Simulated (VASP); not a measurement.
Al, 1 atom in the cell. It takes space group Fm-3m (No. 225, cubic). Conventional cell: a = 4.050 Å, b = 4.050 Å, c = 4.050 Å, α = 90.00°, β = 90.00°, γ = 90.00°. Within 3.8 Å of Al (site symmetry m-3m) lie 12 Al at 2.86 Å. 

```yaml
Program: VASP 6.6.1
Task: vibrations by perturbation theory
Functional: PBE
Potentials_or_basis: VASP PAW PBE potentials, release 64 (Al)
Cutoff: 520 eV
k_mesh: 18 × 18 × 18
Occupations: methfessel-paxton, width 0.2 eV
Spin: no spin polarisation
Dipole_correction: no
Further_INCAR_settings: ALGO = Normal; EDIFF = 1e-08; NBANDS = 8; IBRION = 8; NSW = 1
```

Potentials or basis: VASP PAW PBE potentials, release 64 (Al).

Command:

```sh
$ cat potpaw_PBE.64/Al/POTCAR > POTCAR
$ mpirun -np 1 vasp_std > vasp.out
```

Hardware: 1 thread of Intel(R) Xeon(R) 6975P-C (Granite Rapids), with other jobs on the host.

**Question.** Estimate the wall time of this run.

**Answer.** Wall time 31 s on 1 thread of Intel(R) Xeon(R) 6975P-C (Granite Rapids), with other jobs on the host, peak memory 0.26 GiB. Counts: scf iterations 24, k points 195.
